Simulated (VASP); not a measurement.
Set up this calculation in VASP 6.6.1, as the native input.

* Task: single point
* Functional: PBE
* Potentials or basis: VASP PAW PBE potentials, release 64 (K_sv)
* Cutoff: 520 eV
* k mesh: 8 × 8 × 8
* Occupations: gaussian, width 0.1 eV
* Spin: no spin polarisation
* Dipole correction: no
* Further INCAR settings: ALGO = Normal; EDIFF = 1e-06; NBANDS = 10

The structure of K lies in POSCAR:

```
K
1.0
    0.0000000000      3.3000000000      3.3000000000
    3.3000000000      0.0000000000      3.3000000000
    3.3000000000      3.3000000000      0.0000000000
K
1
Direct
    0.0000000000      0.0000000000      0.0000000000
```

The input as run:

INCAR

```
SYSTEM = K
  PREC = Accurate
  ENCUT = 520
  EDIFF = 1E-6
  ISMEAR = 0
  SIGMA = 0.1
  LREAL = .False.
  LASPH = .True.
  NELM = 80
  ALGO = Normal
  ISIF = 2
  LWAVE = .False.
  LCHARG = .True.
  GGA = PE
  LELF = .True.
  LVHAR = .True.
  NBANDS = 10
```

KPOINTS

```
Automatic mesh
0
Gamma
  8 8 8
  0 0 0
```

Potentials or basis: VASP PAW PBE potentials, release 64 (K_sv).

Launch:

```bash
$ cat potpaw_PBE.64/K_sv/POTCAR > POTCAR
$ mpirun -np 1 vasp_std > vasp.out
```

Results of the run:

```json
{
 "Pressure": "0.1 GPa"
}
```

Run time: 14 s on 1 thread of Intel(R) Xeon(R) Platinum 8375C CPU @ 2.90GHz (Ice Lake), with other jobs on the host, peak memory 0.19 GiB.
